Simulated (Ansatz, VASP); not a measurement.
**TiPt3 in VASP and in Ansatz**

File INCAR:

```
SYSTEM = TiPt3
PREC = Accurate
ENCUT = 400
EDIFF = 1E-8
ISMEAR = -1
SIGMA = 0.05
LREAL = .False.
LASPH = .True.
NELM = 120
ALGO = Normal
ISIF = 2
LWAVE = .False.
LCHARG = .False.
GGA = PS
LEFG = .True.
NBANDS = 29
GGA_COMPAT = .False.
```

KPOINTS

```
regular mesh
0
Gamma
  9 9 9
  0 0 0
```

The input POSCAR:

```
TiPt3
1.0
    3.9734311690      0.0000000000      0.0000000000
    0.0000000000      3.9734311690      0.0000000000
    0.0000000000      0.0000000000      3.9734311690
Ti Pt
1 3
Direct
    0.0000000000      0.0000000000      0.0000000000
    0.0000000000      0.5000000000      0.5000000000
    0.5000000000      0.0000000000      0.5000000000
    0.5000000000      0.5000000000      0.0000000000
```

Input for Ansatz:

```yaml
crystal:
  lattice:
    - [3.973431169, 0.0, 0.0]
    - [0.0, 3.973431169, 0.0]
    - [0.0, 0.0, 3.973431169]
  atoms:
    - { symbol: Ti, position: [0.0, 0.0, 0.0] }
    - { symbol: Pt, position: [0.0, 0.5, 0.5] }
    - { symbol: Pt, position: [0.5, 0.0, 0.5] }
    - { symbol: Pt, position: [0.5, 0.5, 0.0] }
kpoints:
  mp_grid: { grid: [9, 9, 9] }
scf:
  occupations: { method: fermi_dirac, width: 0.05 }
hamiltonian:
  xc: pbesol
  pseudopotentials: { kind: paw }
output:
  forces: true
  stress: true
  eigenvalues: true
  efg: { contact_densities: true }
```

Change from the starting cell: volume scaled by 1.06, PAW files.

Alike in both runs: task electric field gradients; functional PBEsol; k mesh 9 × 9 × 9; occupations fermi-dirac, width 0.05 eV; no spin polarisation.

|  | VASP | Ansatz |
| --- | --- | --- |
| version | VASP 6.6.1 | Ansatz 0.2.0 |
| potentials or method | VASP PAW PBE potentials, release 64 (Ti_sv, Pt) | PAW with Ansatz's default frozen-core files, scalar-relativistic |
| plane-wave cutoff (eV) | 400 | 420 |
| valence electrons in the cell | 42 | 66 |

VASP gave:

- pressure (GPa): -13.3
- size of Vzz on the site where it differs most (V/Å²): 62.4

Q: Which values does Ansatz return?

A: Pressure (GPa): -13.0; size of Vzz on the site where it differs most (V/Å²): 73.2.

VASP's potentials were made for PBE, not for PBEsol. VASP's potentials hold 42 valence electrons a cell and Ansatz's 66, so a difference there can come from the potentials and not from the codes.

Spin-orbit coupling is off throughout.
